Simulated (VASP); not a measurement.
Input of a VASP 6.6.1 run:

Contents of POSCAR:

```
BiTe
1.0
    0.0000000000      3.1379500000      3.2835250000
    3.1379500000      0.0000000000      3.2835250000
    3.1379500000      3.1379500000      0.0000000000
Bi Te
1 1
Direct
    0.0000000000      0.0000000000      0.0000000000
    0.5000000000      0.5000000000      0.5000000000
```

The input INCAR.step1:

```
PREC = Accurate
ENCUT = 520
ISMEAR = 0
SIGMA = 0.15
LREAL = F
LASPH = T
NELM = 80
NBANDS = 18
GGA = PE
ALGO = Normal
EDIFF = 1E-4
LWAVE = T
LCHARG = F
```

Contents of INCAR.step2:

```
PREC = Accurate
ENCUT = 520
EDIFF = 1E-7
ISMEAR = 0
SIGMA = 0.15
LREAL = F
LASPH = T
NELM = 80
ALGO = Normal
ISIF = 2
LWAVE = F
LCHARG = T
METAGGA = R2SCAN
LMIXTAU = T
LELF = T
LVHAR = T
NBANDS = 18
ISTART = 1
```

The input KPOINTS:

```
Automatic mesh
0
Gamma
  14 14 14
```

Potentials or basis: VASP PAW PBE potentials, release 64 (Bi_d, Te).

Command:

```bash
$ cat potpaw_PBE.64/Bi_d/POTCAR potpaw_PBE.64/Te/POTCAR > POTCAR
$ cp INCAR.step1 INCAR
$ mpirun -np 1 vasp_std > vasp.out
$ cp INCAR.step2 INCAR
$ mpirun -np 1 vasp_std > vasp.out
```

Problem. Estimate the pressure.

Solution. 2.8 GPa.

Stress tensor (GPa, compression positive):
```
 4.21  0.00  0.00
 0.00  4.21  0.00
 0.00  0.00 -0.11
```

Caveat: the cell differs from its parent crystal (strain -0.030 along x and y, +0.015 along z); the PAW data sets were made with another functional, which shifts forces and pressure a little.
